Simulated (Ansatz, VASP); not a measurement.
## Ti in VASP and in Ansatz

```
CELL_PARAMETERS angstrom
0.00000 2.09090 1.96910
2.09090 0.00000 1.96910
2.09090 2.09090 0.00000
ATOMIC_POSITIONS crystal
Ti 0.00000 0.00000 0.00000
```

Change from the starting cell: strain +0.030 along x and y, -0.030 along z, atoms carried along.

Alike in both runs: task single point; functional PBEsol; k mesh 10 × 10 × 10; occupations gaussian, width 0.15 eV; no spin polarisation.

|  | VASP | Ansatz |
| --- | --- | --- |
| version | VASP 6.6.1 | Ansatz 0.2.0 |
| potentials or method | VASP PAW PBE potentials, release 64 (Ti_sv), cutoff 520 eV | scalar-relativistic, plane waves, PAW |
| valence electrons in the cell | 12 | 12 |

```tsv
	VASP	Ansatz	Ansatz less VASP
gap on the k mesh at the Fermi level (eV)	none	none	-
pressure (GPa)	-3.7	-3.4	+0.24
traceless stress, the component that is largest in VASP (GPa)	1.27	1.26	-0.005
```

VASP's potentials were made for PBE, not for PBEsol. A gap of «none» marks a metal or a gap that the smearing closes.
